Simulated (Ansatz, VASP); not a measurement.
**TaN: VASP beside Ansatz**

INCAR

```
PREC = Accurate
ENCUT = 520
EDIFF = 1E-6
ISMEAR = 0
SIGMA = 0.05
LREAL = False
LASPH = True
NELM = 150
ALGO = Normal
ISIF = 2
LWAVE = False
LCHARG = True
ISPIN = 2
MAGMOM = 0 0 0 0 0 0
LORBIT = 11
LMAXMIX = 4
LDAU = True
LDAUTYPE = 2
LDAUL = 2 -1
LDAUU = 4 0
LDAUJ = 0 0
LDAUPRINT = 1
LELF = True
LVHAR = True
NBANDS = 37
```

The input KPOINTS:

```
regular mesh
0
Gamma
  4 4 7
```

File POSCAR:

```
TaN
1.0
    5.1850002000      0.0000000000      0.0000000000
   -2.5925001000      4.4903418900      0.0000000000
    0.0000000000      0.0000000000      2.9080005300
Ta N
3 3
Direct
    0.0000000000      0.0000000000      0.0000000000
    0.3333333333      0.6666666667      0.5000000000
    0.6666666667      0.3333333333      0.5000000000
    0.5000000000      0.0000000000      0.0000000000
    0.5000000000      0.5000000000      0.0000000000
    0.0000000000      0.5000000000      0.0000000000
```

Input for Ansatz:

```yaml
crystal:
  lattice:
    - [5.1850002, 0.0, 0.0]
    - [-2.5925001, 4.49034189, 0.0]
    - [0.0, 0.0, 2.90800053]
  atoms:
    - { symbol: Ta, position: [0.0, 0.0, 0.0], spin: 2.0 }
    - { symbol: Ta, position: [0.3333333333, 0.6666666667, 0.5], spin: 2.0 }
    - { symbol: Ta, position: [0.6666666667, 0.3333333333, 0.5], spin: 2.0 }
    - { symbol: "N", position: [0.5, 0.0, 0.0] }
    - { symbol: "N", position: [0.5, 0.5, 0.0] }
    - { symbol: "N", position: [0.0, 0.5, 0.0] }
basis:
  ecutwfc: 420
  ecutrho_ratio: 4
kpoints:
  mp_grid: { grid: [4, 4, 7] }
hamiltonian:
  xc: lda
  hubbard:
    sites:
      - { site: 0, l: d, u_eff: 4.0, starting_ns: [{ spin: up, occupation_matrix: s0up }, { spin: down, occupation_matrix: s0down }] }
      - { site: 1, l: d, u_eff: 4.0, starting_ns: [{ spin: up, occupation_matrix: s1up }, { spin: down, occupation_matrix: s1down }] }
      - { site: 2, l: d, u_eff: 4.0, starting_ns: [{ spin: up, occupation_matrix: s2up }, { spin: down, occupation_matrix: s2down }] }
    occupation_matrices:
      s0up:
        matrix:
          - [0.02, 0.0, 0.0, 0.0, 0.0]
          - [0.0, 0.97, 0.0, 0.0, 0.0]
          - [0.0, 0.0, 0.97, 0.0, 0.0]
          - [0.0, 0.0, 0.0, 0.02, 0.0]
          - [0.0, 0.0, 0.0, 0.0, 0.02]
      s0down:
        matrix:
          - [0.02, 0.0, 0.0, 0.0, 0.0]
          - [0.0, 0.02, 0.0, 0.0, 0.0]
          - [0.0, 0.0, 0.02, 0.0, 0.0]
          - [0.0, 0.0, 0.0, 0.02, 0.0]
          - [0.0, 0.0, 0.0, 0.0, 0.02]
      s1up:
        matrix:
          - [0.97, 0.0, 0.0, 0.0, 0.0]
          - [0.0, 0.02, 0.0, 0.0, 0.0]
          - [0.0, 0.0, 0.02, 0.0, 0.0]
          - [0.0, 0.0, 0.0, 0.02, 0.0]
          - [0.0, 0.0, 0.0, 0.0, 0.97]
      s1down:
        matrix:
          - [0.02, 0.0, 0.0, 0.0, 0.0]
          - [0.0, 0.02, 0.0, 0.0, 0.0]
          - [0.0, 0.0, 0.02, 0.0, 0.0]
          - [0.0, 0.0, 0.0, 0.02, 0.0]
          - [0.0, 0.0, 0.0, 0.0, 0.02]
      s2up:
        matrix:
          - [0.97, 0.0, 0.0, 0.0, 0.0]
          - [0.0, 0.02, 0.0, 0.0, 0.0]
          - [0.0, 0.0, 0.02, 0.0, 0.0]
          - [0.0, 0.0, 0.0, 0.02, 0.0]
          - [0.0, 0.0, 0.0, 0.0, 0.97]
      s2down:
        matrix:
          - [0.02, 0.0, 0.0, 0.0, 0.0]
          - [0.0, 0.02, 0.0, 0.0, 0.0]
          - [0.0, 0.0, 0.02, 0.0, 0.0]
          - [0.0, 0.0, 0.0, 0.02, 0.0]
          - [0.0, 0.0, 0.0, 0.0, 0.02]
    ns_hold: { iters: 10 }
scf:
  occupations: { method: gaussian, width: 0.05 }
  lower_state_search: "off"
  max_iter: 150
output:
  forces: true
  stress: true
  eigenvalues: true
  populations: true
  hubbard: { sites: [{ site: 0, l: d }, { site: 1, l: d }, { site: 2, l: d }] }
  write_density: true
  write_potential: true
  elf: true
  volumetric_format: npy
magnetization:
  spin_polarized: true
```

Alike in both runs: task single point; functional LDA; k mesh 4 × 4 × 7; occupations gaussian, width 0.05 eV; collinear spin; Hubbard terms Ta d U = 4.0 eV.

|  | VASP | Ansatz |
| --- | --- | --- |
| version | VASP 6.6.1 | Ansatz 0.2.0 |
| potentials or method | VASP PAW LDA potentials, release 64 (Ta_pv, N), cutoff 520 eV | scalar-relativistic, plane waves, PAW |
| valence electrons in the cell | 48 | 54 |

```tsv
	VASP	Ansatz	Ansatz less VASP
gap on the k mesh at the Fermi level (eV)	none	none	-
pressure (GPa)	9.0	-1.2	-10.20
traceless stress, the component that is largest in VASP (GPa)	1.06	-3.45	-4.507
```

LDA's correlation is that of Perdew and Zunger in VASP and of Perdew and Wang (1992) in Ansatz. The programs project onto different local orbitals, so the same U acts differently, and such runs can settle in different states. A gap of «none» marks a metal or a gap that the smearing closes. VASP's potentials hold 48 valence electrons a cell and Ansatz's 54, so a difference there can come from the potentials and not from the codes. Ansatz's warnings: filled band counts differ across k points, seeded moment not kept, specified occupation not kept, symmetry narrowed by occupation matrices.

Spin-orbit coupling is off throughout.
